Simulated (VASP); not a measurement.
# CaZnBr4 (Cmmm) in VASP: further runs

The runs below take CaZnBr4 through single point, with PBE.

Everything below comes from runs of VASP 6.6.1. Logs are shortened: lines on timing, memory, paths and dates and some standing lists are left out, and cuts for length are marked.

### 1 The cell of the first run

The structure is orthorhombic, space group Cmmm (No. 65). The conventional cell has a = 9.083 Å, b = 9.122 Å, c = 3.969 Å, α = 90.00°, β = 90.00°, γ = 90.00°. Ca (site symmetry mmm) has 6 Br at 2.79 to 2.84 Å within 3.7 Å. Zn (site symmetry mmm) has 6 Br at 2.60 to 2.61 Å within 3.4 Å. Within 3.4 Å of Br (site symmetry 2mm) lie 2 Zn at 2.61 Å and 1 Ca at 2.84 Å and 1 Br at 3.40 Å. Br (site symmetry m2m) has 1 Zn at 2.60 Å and 2 Ca at 2.79 Å within 3.4 Å.

### 2 Single point, PBE (27.41 Å³/atom)

INCAR

```
PREC = Accurate
ENCUT = 500
EDIFF = 1E-6
ISMEAR = 0
SIGMA = 0.02
LREAL = F
LASPH = T
NELM = 120
ALGO = Normal
ISIF = 2
LWAVE = F
LCHARG = F
GGA = PE
NBANDS = 34
GGA_COMPAT = F
```

KPOINTS

```
Automatic mesh
0
Gamma
  4 4 8
```

POSCAR

```
CaZnBr4
1.0
    4.5608953706     -4.5415443784      0.0000000000
    4.5608953706      4.5415443784      0.0000000000
    0.0000000000      0.0000000000      3.9691560760
Ca Zn Br
1 1 4
Direct
    0.5000000000      0.5000000000      0.5000000000
    0.0000000000      0.0000000000      0.0000000000
    0.8128685232      0.1871314768      0.5000000000
    0.2844919058      0.2844919058      0.0000000000
    0.7155080942      0.7155080942      0.0000000000
    0.1871314768      0.8128685232      0.5000000000
```

Potentials or basis: VASP PAW PBE potentials, release 64 (Ca_sv, Zn, Br).

Started as:

```console
> cat potpaw_PBE.64/Ca_sv/POTCAR potpaw_PBE.64/Zn/POTCAR potpaw_PBE.64/Br/POTCAR > POTCAR
> mpirun -np 1 vasp_std > vasp.out
```

OUTCAR:

```text
PREC = Accurate
   ENCUT = 500
   EDIFF = 1E-6
   ISMEAR = 0
   LREAL = F
   LASPH = T
   NELM = 120
   ISIF = 2
   GGA = PE

 ion  position               nearest neighbor table
   1  0.500  0.500  0.500-   4 2.79   5 2.79   4 2.79   5 2.79   3 2.84   6 2.84
   2  0.000  0.000  0.000-   4 2.60   5 2.60   3 2.61   6 2.61   3 2.61   6 2.61
   3  0.813  0.187  0.500-   2 2.61   2 2.61   1 2.84
   4  0.284  0.284  0.000-   2 2.60   1 2.79   1 2.79
   5  0.716  0.716  0.000-   2 2.60   1 2.79   1 2.79
   6  0.187  0.813  0.500-   2 2.61   2 2.61   1 2.84

  LATTYP: Found a base centered orthorhombic cell.
 ALAT       =     9.0830887568
 B/A-ratio  =     1.0042608837
 C/A-ratio  =     0.4369830773

  Lattice vectors:

 A1 = (  -4.5608953706,  -4.5415443784,   0.0000000000)
 A2 = (   4.5608953706,  -4.5415443784,   0.0000000000)
 A3 = (   0.0000000000,   0.0000000000,   3.9691560760)

Analysis of symmetry for initial positions (statically):
=====================================================================
 Subroutine PRICEL returns:
 Original cell was already a primitive cell.

 Routine SETGRP: Setting up the symmetry group for a
 base centered orthorhombic supercell.

 Subroutine GETGRP returns: Found  8 space group operations
 (whereof  8 operations were pure point group operations)
 out of a pool of  8 trial point group operations.

The static configuration has the point symmetry D_2h.

Analysis of symmetry for dynamics (positions and initial velocities):
=====================================================================
 Subroutine PRICEL returns:
 Original cell was already a primitive cell.

 Routine SETGRP: Setting up the symmetry group for a
 base centered orthorhombic supercell.

 Subroutine GETGRP returns: Found  8 space group operations
 (whereof  8 operations were pure point group operations)
 out of a pool of  8 trial point group operations.

The dynamic configuration has the point symmetry D_2h.

 Subroutine INISYM returns: Found  8 space group operations
 (whereof  8 operations are pure point group operations),
 and found     1 'primitive' translations

----------------------------------------------------------------------------------------

                                     Primitive cell

  volume of cell :     164.4303

  direct lattice vectors                    reciprocal lattice vectors
     4.560895371 -4.541544378  0.000000000     0.109627597 -0.110094708  0.000000000
     4.560895371  4.541544378  0.000000000     0.109627597  0.110094708  0.000000000
     0.000000000  0.000000000  3.969156076     0.000000000  0.000000000  0.251942726

  length of vectors
[... 90 lines left out ...]
   EDIFF  = 0.1E-05   stopping-criterion for ELM
   LREAL  =      F    real-space projection
[... 7 lines left out ...]
   TEBEG  =    0.0;   TEEND  =   0.0 temperature during run
   PSTRESS=    0.0 pullay stress
   NELECT =      50.0000    total number of electrons
   NUPDOWN=      -1.0000    fix difference up-down
   EMIN   =  10.00;   EMAX   =-10.00  energy-range for DOS
   EFERMI =   0.00;   METHOD = LEGACY
   ISMEAR =     0;   SIGMA  =   0.02  broadening in eV -4-tet -1-fermi 0-gaus
   EFERMI_NEDOS =   21; number of points for ismear=-14 and -15
   IALGO  =     38    algorithm
   IMIX   =      4    mixing-type and parameters
     AMIX     =   0.40;   BMIX     =  1.00
     AMIX_MAG =   1.60;   BMIX_MAG =  1.00
  volume/ion in A,a.u.               =      27.41       184.94
  Fermi-wavevector in a.u.,A,eV,Ry     =   1.100874  2.080350 16.489216  1.211923
  Thomas-Fermi vector in A             =   2.237292
   LORBIT       =      0    0 simple, 1 ext, 2 COOP (PROOUT), +10 PAW based schemes
   GGA     = PE    functional components
   LHFCALC =     F    Hartree Fock is set to
   AEXX    =    0.0000 exact exchange contribution
   IVDW    =     0    specifies the selected vdW correction
   LEPSILON=     F    determine dielectric tensor
   LRPA    =     F    only Hartree local field effects (RPA)
 non-spin polarized calculation
 Gauss-broadening in eV      SIGMA  =   0.02
  energy-cutoff  :      500.00
  volume of cell :      164.43
 maximum number of plane-waves:      4198
 NGX is ok and might be reduce to    48
   NGX = 23   NGY = 23   NGZ = 15

 number of electron      50.0000023 magnetization

 Free energy of the ion-electron system (eV)
  ---------------------------------------------------
  ext. energy  EPLUGINS =         0.00000000
  ---------------------------------------------------
  free energy    TOTEN  =       -17.61334776 eV

  energy without entropy =      -17.61334776  energy(sigma->0) =      -17.61334776

 E-fermi :   0.7777     XC(G=0):  -8.6484

 val. band max:        0.5720610475   @ k =   0.0000   0.0000   0.0000
 cond. band min:       2.8547752835   @ k =   0.0000   0.0000   0.0000
 fundamental gap:      2.2827142360
 Fermi energy:         0.7776852312

 k-point     1 :       0.0000    0.0000    0.0000
  band No.  band energies     occupation
      1     -38.6467      2.00000
      2     -19.7180      2.00000
      3     -19.7160      2.00000
      4     -19.6995      2.00000
      5     -13.6491      2.00000
      6     -12.9104      2.00000
[... 877 lines left out ...]
     33       8.2058      0.00000
     34       8.7194      0.00000

 [... further k-points ...]

------------------------ aborting loop because EDIFF is reached ----------------------------------------

  FORCE on cell =-STRESS in cart. coord.  units (eV):
  Direction    XX          YY          ZZ          XY          YZ          ZX
  --------------------------------------------------------------------------------------
  -------------------------------------------------------------------------------------
  Total        3.6282206      3.6756144      3.7541309     -0.0000000      0.0000000      0.0000000
  in kB       35.3526867     35.8144827     36.5795324     -0.0000000      0.0000000      0.0000000
  external PRESSURE =      35.9155672 kB  Pullay stress =       0.0000000 kB

 VOLUME and BASIS-vectors are now :
 -----------------------------------------------------------------------------
  energy-cutoff  :      500.00
  volume of cell :      164.43
      direct lattice vectors                 reciprocal lattice vectors
     4.560895371 -4.541544378  0.000000000     0.109627597 -0.110094708  0.000000000
     4.560895371  4.541544378  0.000000000     0.109627597  0.110094708  0.000000000
     0.000000000  0.000000000  3.969156076     0.000000000  0.000000000  0.251942726

 POSITION                                       TOTAL-FORCE (eV/Angst)
 -----------------------------------------------------------------------------------
      4.56090      0.00000      1.98458        -0.000000      0.000000     -0.000000
      0.00000      0.00000      0.00000         0.000000      0.000000     -0.000000
      4.56090     -2.84181      1.98458         0.000000      0.010023      0.000000
      2.59508      0.00000      0.00000        -0.007968      0.000000     -0.000000
      6.52672      0.00000      0.00000         0.007968      0.000000      0.000000
      4.56090      2.84181      1.98458         0.000000     -0.010023     -0.000000
 -----------------------------------------------------------------------------------
    total drift:                               -0.000000     -0.000000     -0.000000

  FREE ENERGIE OF THE ION-ELECTRON SYSTEM (eV)
  ---------------------------------------------------
  free  energy   TOTEN  =       -17.6133477622 eV

  energy  without entropy=      -17.6133477622  energy(sigma->0) =      -17.61334776
```

stdout:

```text
POSCAR found type information on POSCAR CaZnBr
 POSCAR found :  3 types and       6 ions
 scaLAPACK will be used
 LDA part: xc-table for (Slater+PW92), standard interpolation
 POSCAR, INCAR and KPOINTS ok, starting setup
 FFT: planning ... GRIDC
 FFT: planning ... GRID_SOFT
 FFT: planning ... GRID
 WAVECAR not read
 entering main loop
```

Wall time 1.7 min (1 thread of Intel Xeon 6975P-C (Granite Rapids), shared host); peak memory 0.34 GiB.

Results:

```yaml
Free_energy: -17.6133 eV
Pressure: 3.6 GPa
Largest_force: 0.010 eV/Å
Band_gap_on_the_k_mesh: 2.28 eV
```

Forces in eV/Å, atoms in the order of the input:
```
Ca   0.000  0.000  0.000
Zn   0.000  0.000  0.000
Br   0.000  0.010  0.000
Br  -0.008  0.000  0.000
Br   0.008  0.000  0.000
Br   0.000 -0.010  0.000
```

Stress tensor (GPa, compression positive):
```
3.54 0.00 0.00
0.00 3.58 0.00
0.00 0.00 3.66
```

Caveat: the cell stands under pressure.

### 3 Single point, PBE (28.31 Å³/atom)

This run uses another cell than the first one, of 28.31 Å³/atom.

INCAR

```
ALGO     = Normal         # electronic algorithm
EDIFF    = 1E-6           # SCF threshold, eV
ENCUT    = 500            # plane-wave cutoff, eV
GGA      = PE             # functional
GGA_COMPAT= F            
ISIF     = 2              # what is computed and relaxed
ISMEAR   = 0              # smearing method
LASPH    = T              # aspherical terms in the spheres
LCHARG   = T              # write CHGCAR
LELF     = T              # ELF
LREAL    = F              # projectors in reciprocal space
LVHAR    = T            
LWAVE    = F              # write WAVECAR
NBANDS   = 34             # bands
NELM     = 120            # most SCF steps
PREC     = Accurate       # precision mode
SIGMA    = 0.02           # smearing width, eV
```

KPOINTS

```
k-points
0
Gamma
  4 4 8
```

POSCAR

```
CaZnBr4
1.0
    4.6057642956     -4.5956769240      0.0000000000
    4.6057642956      4.5956769240      0.0000000000
    0.0000000000      0.0000000000      4.0122419162
Ca Zn Br
1 1 4
Direct
    0.5000000000      0.5000000000      0.5000000000
    0.0000000000      0.0000000000      0.0000000000
    0.8141430970      0.1858569030      0.5000000000
    0.2854808879      0.2854808879      0.0000000000
    0.7145191121      0.7145191121      0.0000000000
    0.1858569030      0.8141430970      0.5000000000
```

Potentials or basis: VASP PAW PBE potentials, release 64 (Ca_sv, Zn, Br).

Started as:

```console
> cat potpaw_PBE.64/Ca_sv/POTCAR potpaw_PBE.64/Zn/POTCAR potpaw_PBE.64/Br/POTCAR > POTCAR
> mpirun -np 1 vasp_std > vasp.out
```

It took 2.1 min on 1 thread of Intel Xeon 6975P-C (Granite Rapids), shared host; peak memory 0.35 GiB.

Results (log left out):

```
Free energy            : -17.7102 eV
Pressure               : 2.2 GPa
Largest force          : 0.011 eV/Å
Band gap on the k mesh : 2.21 eV
```

Forces in eV/Å, atoms in the order of the input:
```
Ca   0.000  0.000  0.000
Zn   0.000  0.000  0.000
Br   0.000  0.007  0.000
Br  -0.011  0.000  0.000
Br   0.011  0.000  0.000
Br   0.000 -0.007  0.000
```

Levels at points of the mesh, in eV from the valence-band top:
| k point | band 23 | band 24 | band 25 | band 26 | band 27 | band 28 |
| --- | --- | --- | --- | --- | --- | --- |
| (0.00, 0.00, 0.00) | -0.38 | -0.35 | 0.00 | 2.21 | 4.60 | 5.22 |
| (0.50, 0.00, 0.00) | -0.55 | -0.52 | -0.30 | 3.41 | 4.20 | 5.18 |
| (0.50, 0.50, 0.00) | -0.86 | -0.82 | -0.67 | 2.79 | 4.82 | 5.74 |
| (0.00, 0.00, 0.50) | -1.11 | -0.83 | -0.81 | 3.81 | 5.18 | 5.35 |
| (0.50, 0.00, 0.50) | -0.79 | -0.78 | -0.78 | 3.36 | 5.04 | 5.53 |
| (0.50, 0.50, 0.50) | -0.76 | -0.73 | -0.43 | 3.03 | 4.68 | 5.11 |

### 4 Single point, PBE (29.21 Å³/atom)

This run uses another cell than the first one, of 29.21 Å³/atom.

Edit INCAR of step 3 so:

```diff
@@ -8,6 +8,4 @@
 LASPH    = T              # aspherical terms in the spheres
-LCHARG   = T              # write CHGCAR
-LELF     = T              # ELF
+LCHARG   = F              # write CHGCAR
 LREAL    = F              # projectors in reciprocal space
-LVHAR    = T            
 LWAVE    = F              # write WAVECAR
```

KPOINTS is that of step 3.

POSCAR

```
CaZnBr4
1.0
    4.6611552443     -4.6550499432      0.0000000000
    4.6611552443      4.6550499432      0.0000000000
    0.0000000000      0.0000000000      4.0389109484
Ca Zn Br
1 1 4
Direct
    0.5000000000      0.5000000000      0.5000000000
    0.0000000000      0.0000000000      0.0000000000
    0.8155901669      0.1844098331      0.5000000000
    0.2865701596      0.2865701596      0.0000000000
    0.7134298404      0.7134298404      0.0000000000
    0.1844098331      0.8155901669      0.5000000000
```

Potentials or basis: VASP PAW PBE potentials, release 64 (Ca_sv, Zn, Br).

Started as:

```console
> cat potpaw_PBE.64/Ca_sv/POTCAR potpaw_PBE.64/Zn/POTCAR potpaw_PBE.64/Br/POTCAR > POTCAR
> mpirun -np 1 vasp_std > vasp.out
```

OUTCAR:

```text
EDIFF = 1E-6
   ENCUT = 500
   GGA = PE
   ISIF = 2
   ISMEAR = 0
   LASPH = T
   LREAL = F
   NELM = 120
   PREC = Accurate

 ion  position               nearest neighbor table
   1  0.500  0.500  0.500-   4 2.83   5 2.83   4 2.83   5 2.83   3 2.94   6 2.94
   2  0.000  0.000  0.000-   3 2.65   6 2.65   3 2.65   6 2.65   5 2.67   4 2.67
   3  0.816  0.184  0.500-   2 2.65   2 2.65   1 2.94
   4  0.287  0.287  0.000-   2 2.67   1 2.83   1 2.83
   5  0.713  0.713  0.000-   2 2.67   1 2.83   1 2.83
[... 1097 lines left out ...]
  -------------------------------------------------------------------------------------
  Total        1.0929812      1.0777861      1.1152711     -0.0000000      0.0000000      0.0000000
  in kB        9.9910492      9.8521493     10.1948028     -0.0000000      0.0000000      0.0000000
  external PRESSURE =      10.0126671 kB  Pullay stress =       0.0000000 kB

 VOLUME and BASIS-vectors are now :
 -----------------------------------------------------------------------------
  energy-cutoff  :      500.00
  volume of cell :      175.27
      direct lattice vectors                 reciprocal lattice vectors
     4.661155244 -4.655049943  0.000000000     0.107269545 -0.107410233  0.000000000
     4.661155244  4.655049943  0.000000000     0.107269545  0.107410233  0.000000000
     0.000000000  0.000000000  4.038910948     0.000000000  0.000000000  0.247591495

 POSITION                                       TOTAL-FORCE (eV/Angst)
 -----------------------------------------------------------------------------------
      4.66116      0.00000      2.01946         0.000000     -0.000000      0.000000
      0.00000      0.00000      0.00000         0.000000      0.000000      0.000000
      4.66116     -2.93818      2.01946         0.000000      0.003822     -0.000000
      2.67150      0.00000      0.00000        -0.009213      0.000000      0.000000
      6.65081      0.00000      0.00000         0.009213      0.000000      0.000000
      4.66116      2.93818      2.01946         0.000000     -0.003822      0.000000
 -----------------------------------------------------------------------------------
    total drift:                               -0.000000      0.000000      0.000000

  FREE ENERGIE OF THE ION-ELECTRON SYSTEM (eV)
  ---------------------------------------------------
  free  energy   TOTEN  =       -17.7632144509 eV

  energy  without entropy=      -17.7632144509  energy(sigma->0) =      -17.76321445
```

OSZICAR:

```text
N       E                     dE             d eps       ncg     rms          rms(c)
DAV:   1     0.426225325747E+03    0.42623E+03   -0.21807E+04  2380   0.135E+03
DAV:   2     0.264753368226E+02   -0.39975E+03   -0.38113E+03  2806   0.333E+02
DAV:   3    -0.160591106171E+02   -0.42534E+02   -0.42150E+02  2960   0.108E+02
DAV:   4    -0.185947044141E+02   -0.25356E+01   -0.25273E+01  4294   0.207E+01
DAV:   5    -0.186406345048E+02   -0.45930E-01   -0.45840E-01  3180   0.227E+00    0.653E+00
DAV:   6    -0.178252510546E+02    0.81538E+00   -0.15663E+00  3510   0.306E+01    0.464E+00
DAV:   7    -0.177541580883E+02    0.71093E-01   -0.95411E-01  2976   0.527E+00    0.192E+00
DAV:   8    -0.177606840619E+02   -0.65260E-02   -0.89932E-02  2824   0.216E+00    0.641E-01
DAV:   9    -0.177628780449E+02   -0.21940E-02   -0.91172E-03  3282   0.118E+00    0.114E-01
DAV:  10    -0.177630552083E+02   -0.17716E-03   -0.24245E-03  3582   0.416E-01    0.535E-02
DAV:  11    -0.177631734337E+02   -0.11823E-03   -0.31136E-04  3026   0.983E-02    0.252E-02
DAV:  12    -0.177632086282E+02   -0.35194E-04   -0.64469E-05  3230   0.683E-02    0.116E-02
DAV:  13    -0.177632136878E+02   -0.50596E-05   -0.24152E-05  3074   0.408E-02    0.459E-03
DAV:  14    -0.177632144509E+02   -0.76310E-06   -0.28401E-06  2540   0.119E-02
   1 F= -.17763214E+02 E0= -.17763214E+02  d E =-.708713E-57
```

It took 1.9 min on 1 thread of Intel Xeon 6975P-C (Granite Rapids), shared host; peak memory 0.36 GiB.

What came out:

```yaml
Free_energy: -17.7632 eV
Pressure: 1.0 GPa
Largest_force: 0.009 eV/Å
Band_gap_on_the_k_mesh: 2.14 eV
```

Forces in eV/Å, atoms in the order of the input:
```
Ca   0.000  0.000  0.000
Zn   0.000  0.000  0.000
Br   0.000  0.004  0.000
Br  -0.009  0.000  0.000
Br   0.009  0.000  0.000
Br   0.000 -0.004  0.000
```

Levels at points of the mesh, in eV from the valence-band top:
| k point | band 22 | band 23 | band 24 | band 25 | band 26 | band 27 | band 28 | band 29 |
| --- | --- | --- | --- | --- | --- | --- | --- | --- |
| (0.00, 0.00, 0.00) | -0.55 | -0.36 | -0.34 | 0.00 | 2.14 | 4.58 | 5.24 | 5.67 |
| (0.50, 0.00, 0.00) | -0.92 | -0.53 | -0.51 | -0.29 | 3.28 | 4.22 | 5.16 | 5.43 |
| (0.50, 0.50, 0.00) | -0.92 | -0.80 | -0.78 | -0.64 | 2.72 | 4.78 | 5.70 | 5.87 |
| (0.00, 0.00, 0.50) | -1.10 | -1.04 | -0.80 | -0.77 | 3.71 | 5.15 | 5.31 | 5.59 |
| (0.50, 0.00, 0.50) | -0.81 | -0.74 | -0.74 | -0.73 | 3.31 | 5.04 | 5.45 | 5.95 |
| (0.50, 0.50, 0.50) | -0.71 | -0.71 | -0.71 | -0.42 | 2.99 | 4.70 | 5.11 | 5.63 |

A k mesh can miss the band edges.

### 5 The runs side by side

```csv
cell,gap on the mesh (eV),pressure (GPa),largest force (eV/Å)
"a = 6.436, b = 6.436, c = 3.969 Å, angles 90.0, 90.0, 89.8°, 6 atoms, atomic positions A",2.28,3.6,0.01
"a = 6.506, b = 6.506, c = 4.012 Å, angles 90.0, 90.0, 89.9°, 6 atoms, atomic positions A",2.21,2.2,0.01
"a = 6.588, b = 6.588, c = 4.039 Å, angles 90.0, 90.0, 89.9°, 6 atoms, atomic positions B",2.14,1.0,0.01
```

Alike in all rows: task single point; level PBE; potentials or basis VASP PAW PBE potentials, release 64 (Ca_sv, Zn, Br); no spin polarisation; k mesh 4 × 4 × 8; cutoff (eV) 500; smearing gaussian 0.02 eV.

Caveats: the cell stands under pressure (at least some runs).

Absolute energies hang on the potentials; compare differences alone.
